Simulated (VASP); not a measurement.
# HfN (P6_3/mmc) in VASP: further runs, part 3 of 3

VASP 6.6.1. The steps go on from the part before.

## Step 5: Relaxation of cell and atoms, BLYP+D3(BJ)

This run uses another cell than the first one, of 11.52 Å³/atom, 1.029 times its volume.

File INCAR:

```
SYSTEM = HfN
AGGAC    = 1.0          
AGGAX    = 1.0          
ALDAC    = 0.0          
ALDAX    = 1.0          
ALGO     = Normal         ! electronic algorithm
EDIFF    = 1E-6           ! SCF threshold, eV
EDIFFG   = -0.02          ! ionic threshold
ENCUT    = 600            ! plane-wave cutoff, eV
GGA      = B5             ! functional
IBRION   = 2              ! ionic algorithm
ISIF     = 3              ! what is computed and relaxed
ISMEAR   = 1              ! smearing method
IVDW     = 12             ! dispersion correction
LASPH    = .True.         ! aspherical terms in the spheres
LCHARG   = .False.        ! write CHGCAR
LREAL    = .False.        ! projectors in reciprocal space
LWAVE    = .False.        ! write WAVECAR
NELM     = 100            ! most SCF steps
NSW      = 80             ! ionic steps
PREC     = Accurate       ! precision mode
SIGMA    = 0.05           ! smearing width, eV
VDW_A1   = 0.4298       
VDW_A2   = 4.2359       
VDW_S6   = 1.0          
VDW_S8   = 2.6996
```

File KPOINTS:

```
k-points
0
Gamma
  9 9 5
  0 0 0
```

File POSCAR:

```
HfN
1.0
    3.1339080000      0.0000000000      0.0000000000
   -1.5669540000      2.7140439411      0.0000000000
    0.0000000000      0.0000000000      5.4167680000
Hf N
2 2
Direct
    0.6666666667      0.3333333333      0.7500000000
    0.3333333333      0.6666666667      0.2500000000
    0.0000000000      0.0000000000      0.0000000000
    0.0000000000      0.0000000000      0.5000000000
```

Potentials or basis: VASP PAW PBE potentials, release 64 (Hf_pv, N).

Command:

```bash
$ cat potpaw_PBE.64/Hf_pv/POTCAR potpaw_PBE.64/N/POTCAR > POTCAR
$ mpirun -np 1 vasp_std > vasp.out
```

OUTCAR:

```text
SYSTEM = HfN
   EDIFF = 1E-6
   EDIFFG = -0.02
   ENCUT = 600
   GGA = B5
   IBRION = 2
   ISIF = 3
   ISMEAR = 1
   IVDW = 12
   LASPH = .True.
   LREAL = .False.
   NELM = 100
   NSW = 80
   PREC = Accurate
 IVDW          = 12

 ion  position               nearest neighbor table
   1  0.667  0.333  0.750-   3 2.26   4 2.26   3 2.26   4 2.26   3 2.26   4 2.26   2 3.26   2 3.26
                             2 3.26   2 3.26   2 3.26   2 3.26
   2  0.333  0.667  0.250-   3 2.26   4 2.26   3 2.26   4 2.26   3 2.26   4 2.26   1 3.26   1 3.26
                             1 3.26   1 3.26   1 3.26   1 3.26
   3  0.000  0.000  0.000-   1 2.26   2 2.26   2 2.26   1 2.26   1 2.26   2 2.26
   4  0.000  0.000  0.500-   1 2.26   2 2.26   2 2.26   1 2.26   1 2.26   2 2.26

  LATTYP: Found a hexagonal cell.
 ALAT       =     3.1339080000
 C/A-ratio  =     1.7284387417

  Lattice vectors:

 A1 = (   3.1339080000,   0.0000000000,   0.0000000000)
 A2 = (  -1.5669540000,   2.7140439411,   0.0000000000)
 A3 = (   0.0000000000,   0.0000000000,   5.4167680000)

Analysis of symmetry for initial positions (statically):
=====================================================================
 Subroutine PRICEL returns:
 Original cell was already a primitive cell.

 Routine SETGRP: Setting up the symmetry group for a
 hexagonal supercell.

 Subroutine GETGRP returns: Found 24 space group operations
 (whereof 12 operations were pure point group operations)
 out of a pool of 24 trial point group operations.

The static configuration has the point symmetry D_3d.
[... 155 lines left out ...]
 maximum number of plane-waves:      1581
 NGX is ok and might be reduce to    28
   NGX = 13   NGY = 13   NGZ = 21

--------------------------------------- Ionic step        1  -------------------------------------------

 number of electron      29.9999998 magnetization

 Free energy of the ion-electron system (eV)
  ---------------------------------------------------
  ext. energy  EPLUGINS =         0.00000000
  ---------------------------------------------------
  free energy    TOTEN  =       -39.83949300 eV

  energy without entropy =      -39.83951515  energy(sigma->0) =      -39.83950038

------------------------ aborting loop because EDIFF is reached ----------------------------------------

 Edisp (eV)   -3.62290

 E8    (eV) :    -2.7483
[... 159 lines left out ...]
--------------------------------------- Ionic step        5  -------------------------------------------

 number of electron      29.9999998 magnetization

 Free energy of the ion-electron system (eV)
  ---------------------------------------------------
  ext. energy  EPLUGINS =         0.00000000
  ---------------------------------------------------
  free energy    TOTEN  =       -39.83653861 eV

  energy without entropy =      -39.83642724  energy(sigma->0) =      -39.83650149

 E-fermi :   8.5995     XC(G=0): -12.0809

 val. band max:        8.5456416639   @ k =   0.3333  -0.0000   0.4000
 cond. band min:       8.6094859641   @ k =   0.3333   0.3333   0.0000
 fundamental gap:      0.0638443001
 Fermi energy:         8.5995364960

 k-point     1 :       0.0000    0.0000    0.0000
  band No.  band energies     occupation
      1     -23.2442      2.00000
      2     -22.3964      2.00000
      3     -22.2842      2.00000
      4     -22.2842      2.00000
      5     -22.2261      2.00000
      6     -22.2261      2.00000
[... 505 lines left out ...]
      6     -22.5542      2.00000
[... 11 lines left out ...]
     18      12.2037      0.00000
     19      13.2397      0.00000

 [... further k-points ...]

------------------------ aborting loop because EDIFF is reached ----------------------------------------

 Edisp (eV)   -3.62690

 E8    (eV) :    -2.7513
[... 27 lines left out ...]
  FREE ENERGIE OF THE ION-ELECTRON SYSTEM (eV)
  ---------------------------------------------------
  free  energy   TOTEN  =       -43.4634384431 eV

  energy  without entropy=      -43.4633270699  energy(sigma->0) =      -43.46340132

 reached required accuracy - stopping structural energy minimisation
```

OSZICAR:

```text
N       E                     dE             d eps       ncg     rms          rms(c)
DAV:   1     0.136465061836E+03    0.13647E+03   -0.18706E+04  1368   0.177E+03
[... 36 lines left out ...]
   4 F= -.43463358E+02 E0= -.43463324E+02  d E =0.463331E-04
       N       E                     dE             d eps       ncg     rms          rms(c)
DAV:   1    -0.398367005443E+02    0.47335E-02   -0.60972E-03  1383   0.657E-01    0.290E-01
DAV:   2    -0.398365840003E+02    0.11654E-03   -0.33707E-04  1579   0.141E-01    0.814E-02
DAV:   3    -0.398365423753E+02    0.41625E-04   -0.58925E-05  1496   0.629E-02    0.420E-02
DAV:   4    -0.398365378874E+02    0.44879E-05   -0.13324E-05  1735   0.283E-02    0.355E-02
DAV:   5    -0.398365386123E+02   -0.72492E-06   -0.41337E-06  1456   0.112E-02
   5 F= -.43463438E+02 E0= -.43463401E+02  d E =-.339160E-04
```

Run time: 2.3 min. Hardware: 1 thread of AMD EPYC 7R13 (Zen 3), shared host; peak memory 0.18 GiB.

What came out:

```yaml
Free_energy: -43.4634 eV
Relaxed_volume: 11.51 Å³/atom
Relaxed_cell: a = 3.128 Å, b = 3.128 Å, c = 5.433 Å, α = 90.00°, β = 90.00°, γ = 120.00°
Space_group_after_relaxing_to_0.05_Å: P6_3/mmc (No. 194)
Energy_gained_by_relaxing: 0.3 meV/atom
Ionic_steps: 5
Pressure_after_relaxing: 0.0 GPa
Band_gap_on_the_k_mesh: zero (band 15 reaches 9.86 eV, above the bottom of band 16 at 8.22 eV)
Dispersion_energy_per_atom: -0.907 eV
```

The path:
| step | energy change (eV) | largest force (eV/Å) | pressure (GPa) | volume (Å³) |
| --- | --- | --- | --- | --- |
| 1 | 0.0000 | 0.0000 | -0.28 | 46.07 |
| 2 | -0.0007 | 0.0000 | 0.50 | 45.94 |
| 3 | -0.0010 | 0.0000 | 0.24 | 45.99 |
| 4 | -0.0010 | 0.0000 | -0.36 | 46.08 |
| 5 | -0.0010 | 0.0000 | 0.00 | 46.03 |

Final structure:
```yaml
crystal:
  lattice:
    - [3.12755, 0.00000, 0.00000]
    - [-1.56378, 2.70854, 0.00000]
    - [0.00000, 0.00000, 5.43321]
  atoms:
    - { symbol: Hf, position: [0.66667, 0.33333, 0.75000] }
    - { symbol: Hf, position: [0.33333, 0.66667, 0.25000] }
    - { symbol: N, position: [0.00000, 0.00000, 0.00000] }
    - { symbol: N, position: [0.00000, 0.00000, 0.50000] }
```

Caveat: the PAW data sets were made with another functional, which shifts forces and pressure a little; spin-orbit coupling is left out, which moves the levels of the heavy elements; pairwise dispersion overbinds metals, which lowers pressure and volume.

## Step 6: Relaxation of cell and atoms, PBEsol+D3(BJ)

This run uses another cell than the first one, of 11.52 Å³/atom, 1.029 times its volume.

File INCAR:

```
SYSTEM = HfN
PREC = Accurate
ENCUT = 600
EDIFF = 1E-7
ISMEAR = 1
SIGMA = 0.05
LREAL = .False.
LASPH = .True.
NELM = 60
ALGO = Normal
ISIF = 3
LWAVE = .False.
LCHARG = .False.
GGA = PS
IVDW = 12
IBRION = 2
NSW = 80
EDIFFG = -0.02
```

File KPOINTS:

```
regular mesh
0
Gamma
  9 9 5
  0 0 0
```

POSCAR is that of step 5.

Potentials or basis: VASP PAW PBE potentials, release 64 (Hf_pv, N).

Command:

```bash
$ cat potpaw_PBE.64/Hf_pv/POTCAR potpaw_PBE.64/N/POTCAR > POTCAR
$ mpirun -np 1 vasp_std > vasp.out
```

It took 1.8 min on 1 thread of AMD EPYC 7R13 (Zen 3), shared host; peak memory 0.19 GiB.

It converged, with:

```yaml
Free_energy: -47.4614 eV
Relaxed_volume: 11.11 Å³/atom
Relaxed_cell: a = 3.097 Å, b = 3.097 Å, c = 5.349 Å, α = 90.00°, β = 90.00°, γ = 120.00°
Space_group_after_relaxing_to_0.05_Å: P6_3/mmc (No. 194)
Energy_gained_by_relaxing: 13.4 meV/atom
Ionic_steps: 4
Pressure_after_relaxing: 0.0 GPa
Band_gap_on_the_k_mesh: zero (band 15 reaches 9.60 eV, above the bottom of band 16 at 7.83 eV)
Dispersion_energy_per_atom: -0.403 eV
```

Stress tensor (GPa, compression positive):
```
 0.02  0.00  0.00
 0.00  0.02  0.00
 0.00  0.00 -0.09
```

Step by step:
```
step  energy change (eV)  largest force (eV/Å)  pressure (GPa)  volume (Å³)
   1              0.0000                0.0000          -10.08        46.07
   2              0.1637                0.0000           24.54        41.41
   3             -0.0536                0.0000           -0.24        44.46
   4             -0.0536                0.0000           -0.02        44.43
```

Final structure:
```xyz
4
Lattice="3.0969 0.0000 0.0000 -1.5485 2.6820 0.0000 0.0000 0.0000 5.3491" Properties=species:S:1:pos:R:3 pbc="T T T"
Hf    1.5485    0.8940    4.0118
Hf    0.0000    1.7880    1.3373
N     0.0000    0.0000    0.0000
N     0.0000    0.0000    2.6745
```

Levels at points of the mesh, in eV from the Fermi level:
| k point | band 13 | band 14 | band 15 | band 16 | band 17 | band 18 |
| --- | --- | --- | --- | --- | --- | --- |
| (0.00, 0.00, 0.00) | -3.82 | -1.85 | -0.81 | 0.58 | 0.58 | 1.14 |

Caveat: the PAW data sets were made with another functional, which shifts forces and pressure a little; spin-orbit coupling is left out, which moves the levels of the heavy elements; pairwise dispersion overbinds metals, which lowers pressure and volume.

## Step 7: Relaxation of cell and atoms, LDA

This run uses another cell than the first one, of 11.52 Å³/atom, 1.029 times its volume.

File INCAR:

```
SYSTEM = HfN
PREC = Accurate
ENCUT = 600
EDIFF = 1E-6
ISMEAR = 1
SIGMA = 0.05
LREAL = .FALSE.
LASPH = .TRUE.
NELM = 80
ALGO = Normal
ISIF = 3
LWAVE = .FALSE.
LCHARG = .FALSE.
GGA = CA
IBRION = 2
NSW = 80
EDIFFG = -0.02
```

File KPOINTS:

```
Automatic mesh
0
G
  9 9 5
  0 0 0
```

POSCAR is that of step 6.

Potentials or basis: VASP PAW LDA potentials, release 64 (Hf_pv, N).

Command:

```bash
$ cat potpaw_LDA.64/Hf_pv/POTCAR potpaw_LDA.64/N/POTCAR > POTCAR
$ mpirun -np 1 vasp_std > vasp.out
```

Run time: 92 s. Hardware: 1 thread of AMD EPYC 7R13 (Zen 3), shared host; peak memory 0.15 GiB.

The run converged. Its results:

```
Free energy                            : -47.6011 eV
Relaxed volume                         : 11.11 Å³/atom
Relaxed cell                           : a = 3.097 Å, b = 3.097 Å, c = 5.350 Å, α = 90.00°, β = 90.00°, γ = 120.00°
Space group after relaxing (to 0.05 Å) : P6_3/mmc (No. 194)
Energy gained by relaxing              : 13.4 meV/atom
Ionic steps                            : 4
Pressure after relaxing                : 0.0 GPa
Band gap on the k mesh                 : zero (band 15 reaches 9.60 eV, above the bottom of band 16 at 7.82 eV)
```

Step by step:
| step | energy change (eV) | largest force (eV/Å) | pressure (GPa) | volume (Å³) |
| --- | --- | --- | --- | --- |
| 1 | 0.0000 | 0.0000 | -10.15 | 46.07 |
| 2 | 0.1706 | 0.0000 | 25.05 | 41.38 |
| 3 | -0.0537 | 0.0000 | -0.25 | 44.47 |
| 4 | -0.0538 | 0.0000 | -0.02 | 44.43 |

Final structure:
```
Hf N
1.0
     3.09692    0.00000    0.00000
    -1.54846    2.68201    0.00000
     0.00000    0.00000    5.34966
Hf N
2 2
Direct
  0.66667 0.33333 0.75000
  0.33333 0.66667 0.25000
  0.00000 0.00000 0.00000
  0.00000 0.00000 0.50000
```

Levels at points of the mesh, in eV from the Fermi level:
```tsv
k point	band 13	band 14	band 15	band 16	band 17	band 18
(0.00, 0.00, 0.00)	-3.81	-1.83	-0.84	0.54	0.54	1.29
```

Caveat: spin-orbit coupling is left out, which moves the levels of the heavy elements.

## Step 8: Overview

| task | level | potentials or basis | cell | cutoff (eV) | gap on the mesh (eV) | pressure (GPa) | relaxed volume (Å³/atom) |
| --- | --- | --- | --- | --- | --- | --- | --- |
| single point | PBEsol+D3(BJ) | VASP PAW PBE potentials, release 64 (Hf_pv, N) | a = 3.105, b = 3.105, c = 5.360 Å, angles 90.0, 90.0, 120.0°, 4 atoms | 520 | none | -2.1 | - |
| single point | LDA | VASP PAW LDA potentials, release 64 (Hf_pv, N) | a = 3.102, b = 3.102, c = 5.355 Å, angles 90.0, 90.0, 120.0°, 4 atoms | 520 | none | -1.1 | - |
| single point | BLYP+D3(BJ) | VASP PAW PBE potentials, release 64 (Hf_pv, N) | a = 3.134, b = 3.134, c = 5.443 Å, angles 90.0, 90.0, 120.0°, 4 atoms | 520 | none | -1.4 | - |
| relaxation of cell and atoms | BLYP+D3(BJ) | VASP PAW PBE potentials, release 64 (Hf_pv, N) | relaxed from a = 3.134, b = 3.134, c = 5.417 Å, angles 90.0, 90.0, 120.0°, 4 atoms | 600 | none | 0.0 | 11.51 |
| relaxation of cell and atoms | PBEsol+D3(BJ) | VASP PAW PBE potentials, release 64 (Hf_pv, N) | relaxed from a = 3.134, b = 3.134, c = 5.417 Å, angles 90.0, 90.0, 120.0°, 4 atoms | 600 | none | 0.0 | 11.11 |
| relaxation of cell and atoms | LDA | VASP PAW LDA potentials, release 64 (Hf_pv, N) | relaxed from a = 3.134, b = 3.134, c = 5.417 Å, angles 90.0, 90.0, 120.0°, 4 atoms | 600 | none | 0.0 | 11.11 |

Alike in all rows: no spin polarisation; k mesh 9 × 9 × 5; smearing methfessel-paxton 0.05 eV.

Caveats: spin-orbit coupling is left out, which moves the levels of the heavy elements; the PAW data sets were made with another functional, which shifts forces and pressure a little (some runs); pairwise dispersion overbinds metals, which lowers pressure and volume (some runs).

Absolute energies hang on the potentials; compare differences alone.
